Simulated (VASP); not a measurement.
# MgI2 (P-3m1) in VASP: notebook, part 3 of 3

VASP 6.6.1. The steps go on from the part before.

### Step 5. Single point, PBE+D3(BJ) (strain +0.080 along x and y, +0.080 along z)

File INCAR:

```
  PREC = Accurate
  ENCUT = 520
  EDIFF = 1E-6
  ISMEAR = 0
  SIGMA = 0.05
  LREAL = F
  LASPH = T
  NELM = 60
  ALGO = Normal
  ISIF = 2
  LWAVE = F
  LCHARG = F
  GGA = PE
  IVDW = 12
  NBANDS = 15
```

File KPOINTS:

```
regular mesh
0
Gamma
  6 6 4
```

File POSCAR:

```
MgI2
1.0
    4.4859961311      0.0000000000      0.0000000000
   -2.2429980655      3.8849866108      0.0000000000
    0.0000000000      0.0000000000      7.4109600000
Mg I
1 2
Direct
    0.0000000000      0.0000000000      0.0000000000
    0.3333333333      0.6666666667      0.7576300000
    0.6666666667      0.3333333333      0.2423700000
```

Potentials or basis: VASP PAW PBE potentials, release 64 (Mg, I).

The run is started by

```console
cat potpaw_PBE.64/Mg/POTCAR potpaw_PBE.64/I/POTCAR > POTCAR
mpirun -np 1 vasp_std > vasp.out
```

OUTCAR:

```text
PREC = Accurate
   ENCUT = 520
   EDIFF = 1E-6
   ISMEAR = 0
   LREAL = F
   LASPH = T
   NELM = 60
   ISIF = 2
   GGA = PE
   IVDW = 12
 IVDW          = 12

 ion  position               nearest neighbor table
   1  0.000  0.000  0.000-   2 3.15   3 3.15   2 3.15   3 3.15   3 3.15   2 3.15
   2  0.333  0.667  0.758-   1 3.15   1 3.15   1 3.15
   3  0.667  0.333  0.242-   1 3.15   1 3.15   1 3.15

  LATTYP: Found a hexagonal cell.
 ALAT       =     4.4859961311
 C/A-ratio  =     1.6520210414

  Lattice vectors:

 A1 = (   4.4859961311,   0.0000000000,   0.0000000000)
 A2 = (  -2.2429980655,   3.8849866108,   0.0000000000)
 A3 = (   0.0000000000,   0.0000000000,   7.4109600000)

Analysis of symmetry for initial positions (statically):
=====================================================================
 Subroutine PRICEL returns:
 Original cell was already a primitive cell.

 Routine SETGRP: Setting up the symmetry group for a
 hexagonal supercell.

 Subroutine GETGRP returns: Found 12 space group operations
 (whereof 12 operations were pure point group operations)
 out of a pool of 24 trial point group operations.

The static configuration has the point symmetry D_3d.

Analysis of symmetry for dynamics (positions and initial velocities):
=====================================================================
 Subroutine PRICEL returns:
 Original cell was already a primitive cell.

 Routine SETGRP: Setting up the symmetry group for a
 hexagonal supercell.

 Subroutine GETGRP returns: Found 12 space group operations
 (whereof 12 operations were pure point group operations)
 out of a pool of 24 trial point group operations.

The dynamic configuration has the point symmetry D_3d.

 Subroutine INISYM returns: Found 12 space group operations
 (whereof 12 operations are pure point group operations),
 and found     1 'primitive' translations
[... 123 lines left out ...]
   AEXX    =    0.0000 exact exchange contribution
   IVDW    =    12    specifies the selected vdW correction
   LEPSILON=     F    determine dielectric tensor
   LRPA    =     F    only Hartree local field effects (RPA)
 non-spin polarized calculation
 Gauss-broadening in eV      SIGMA  =   0.05
  energy-cutoff  :      520.00
  volume of cell :      129.16
 maximum number of plane-waves:      3514
 NGX is ok and might be reduce to    36
   NGX = 17   NGY = 17   NGZ = 27

 number of electron      16.0000000 magnetization

 Free energy of the ion-electron system (eV)
  ---------------------------------------------------
  ext. energy  EPLUGINS =         0.00000000
  ---------------------------------------------------
  free energy    TOTEN  =        -7.42105201 eV

  energy without entropy =       -7.42105201  energy(sigma->0) =       -7.42105201

 E-fermi :   0.6510     XC(G=0):  -7.3023

 val. band max:        0.4125094202   @ k =   0.0000   0.0000   0.0000
 cond. band min:       3.2608323836   @ k =   0.0000   0.0000   0.0000
 fundamental gap:      2.8483229634
 Fermi energy:         0.6509800944

 k-point     1 :       0.0000    0.0000    0.0000
  band No.  band energies     occupation
      1     -10.8356      2.00000
      2     -10.4622      2.00000
      3      -2.1930      2.00000
      4       0.1104      2.00000
      5       0.1104      2.00000
      6       0.3405      2.00000
      7       0.3405      2.00000
      8       0.4125      2.00000
      9       3.2608      0.00000
     10       5.0851      0.00000
     11       6.7850      0.00000
     12       6.7850      0.00000
     13       7.9958      0.00000
     14       8.5372      0.00000
[... 401 lines left out ...]
      2     -10.3743      2.00000
      3      -1.9446      2.00000
      4      -1.4718      2.00000
      5      -1.4718      2.00000
      6      -1.0737      2.00000
      7       0.0610      2.00000
      8       0.0610      2.00000
      9       4.3023      0.00000
     10       6.1098      0.00000
     11       6.1098      0.00000
     12       7.5701      0.00000
     13       8.2060      0.00000
     14       8.8415      0.00000
     15       8.8883      0.00000

------------------------ aborting loop because EDIFF is reached ----------------------------------------

 Edisp (eV)   -0.72252

 E8    (eV) :    -0.3220

  FORCE on cell =-STRESS in cart. coord.  units (eV):
  Direction    XX          YY          ZZ          XY          YZ          ZX
  --------------------------------------------------------------------------------------
  -------------------------------------------------------------------------------------
  Total      -3.74049    -3.74049    -3.37258    -0.00000    -0.00000    -0.00000
  in kB     -46.39976   -46.39976   -41.83597    -0.00000    -0.00000    -0.00000
  external pressure =      -44.88 kB  Pullay stress =        0.00 kB

 VOLUME and BASIS-vectors are now :
 -----------------------------------------------------------------------------
  energy-cutoff  :      520.00
  volume of cell :      129.16
      direct lattice vectors                 reciprocal lattice vectors
     4.485996131  0.000000000  0.000000000     0.222915930  0.128700572  0.000000000
    -2.242998066  3.884986611  0.000000000     0.000000000  0.257401145  0.000000000
     0.000000000  0.000000000  7.410960000     0.000000000  0.000000000  0.134935285

 POSITION                                       TOTAL-FORCE (eV/Angst)
 -----------------------------------------------------------------------------------
      0.00000      0.00000      0.00000        -0.000000      0.000000      0.000000
     -0.00000      2.58999      5.61477         0.000000     -0.000000      0.792224
      2.24300      1.29500      1.79619        -0.000000      0.000000     -0.792224
 -----------------------------------------------------------------------------------
    total drift:                               -0.000000      0.000000     -0.000000

  FREE ENERGIE OF THE ION-ELECTRON SYSTEM (eV)
  ---------------------------------------------------
  free  energy   TOTEN  =        -8.1435670979 eV

  energy  without entropy=       -8.1435670979  energy(sigma->0) =       -8.14356710
```

OSZICAR:

```text
N       E                     dE             d eps       ncg     rms          rms(c)
DAV:   1     0.767840185230E+02    0.76784E+02   -0.54368E+03   720   0.814E+02
DAV:   2    -0.894649910627E+00   -0.77679E+02   -0.69921E+02   988   0.121E+02
DAV:   3    -0.761603900503E+01   -0.67214E+01   -0.66928E+01   958   0.427E+01
DAV:   4    -0.775253928779E+01   -0.13650E+00   -0.13649E+00   973   0.730E+00
DAV:   5    -0.775451225128E+01   -0.19730E-02   -0.19729E-02   988   0.860E-01    0.308E+00
DAV:   6    -0.748009840709E+01    0.27441E+00   -0.19072E-01   776   0.231E+00    0.222E+00
DAV:   7    -0.742341815136E+01    0.56680E-01   -0.12501E-01   882   0.178E+00    0.937E-01
DAV:   8    -0.742107994227E+01    0.23382E-02   -0.11582E-02   776   0.608E-01    0.249E-01
DAV:   9    -0.742107466890E+01    0.52734E-05   -0.20660E-03   916   0.279E-01    0.102E-01
DAV:  10    -0.742103919757E+01    0.35471E-04   -0.91372E-05   874   0.569E-02    0.533E-02
DAV:  11    -0.742105810828E+01   -0.18911E-04   -0.39644E-05   937   0.390E-02    0.178E-02
DAV:  12    -0.742105144533E+01    0.66629E-05   -0.14213E-05   860   0.216E-02    0.819E-03
DAV:  13    -0.742105201001E+01   -0.56468E-06   -0.12447E-06   808   0.619E-03
   1 F= -.81435671E+01 E0= -.81435671E+01  d E =-.258825E-13
```

stdout:

```text
POSCAR found type information on POSCAR MgI
 POSCAR found :  2 types and       3 ions
 scaLAPACK will be used
 LDA part: xc-table for (Slater+PW92), standard interpolation
 POSCAR, INCAR and KPOINTS ok, starting setup
 FFT: planning ... GRIDC
 FFT: planning ... GRID_SOFT
 FFT: planning ... GRID
 WAVECAR not read
 entering main loop
```

Run time: 64 s. Hardware: 1 thread of Intel Xeon 8259CL, shared host; peak memory 0.27 GiB.

Results:

| Quantity | Value |
| --- | --- |
| Free energy | -8.1436 eV |
| Pressure | -4.5 GPa |
| Largest force | 0.792 eV/Å |
| Band gap on the k mesh | 2.85 eV |
| Dispersion energy per atom | -0.241 eV |

Forces on the atoms (eV/Å):
```
Mg   0.000  0.000  0.000
I    0.000  0.000  0.792
I    0.000  0.000 -0.792
```

Caveat: the cell differs from its parent crystal (strain +0.080 along x and y, +0.080 along z); the cell stands under tension; spin-orbit coupling is left out, which moves the levels of the heavy elements.

### Step 6. Summary

```tsv
cell	gap on the mesh (eV)	pressure (GPa)	largest force (eV/Å)
a = 4.486, b = 4.486, c = 6.588 Å, angles 90.0, 90.0, 120.0°, 3 atoms	2.57	-3.0	0.20
a = 4.486, b = 4.486, c = 6.862 Å, angles 90.0, 90.0, 120.0°, 3 atoms	2.69	-3.6	0.41
a = 4.320, b = 4.320, c = 7.411 Å, angles 90.0, 90.0, 120.0°, 3 atoms	3.15	-3.6	0.68
a = 4.486, b = 4.486, c = 7.411 Å, angles 90.0, 90.0, 120.0°, 3 atoms	2.85	-4.5	0.79
```

Alike in all rows: task single point; level PBE+D3(BJ); potentials or basis VASP PAW PBE potentials, release 64 (Mg, I); no spin polarisation; k mesh 6 × 6 × 4; cutoff (eV) 520; smearing gaussian 0.05 eV.

Caveats: the cell stands under tension; spin-orbit coupling is left out, which moves the levels of the heavy elements.

Total energies depend on the potentials used, so only differences within one code and one set of settings carry meaning.
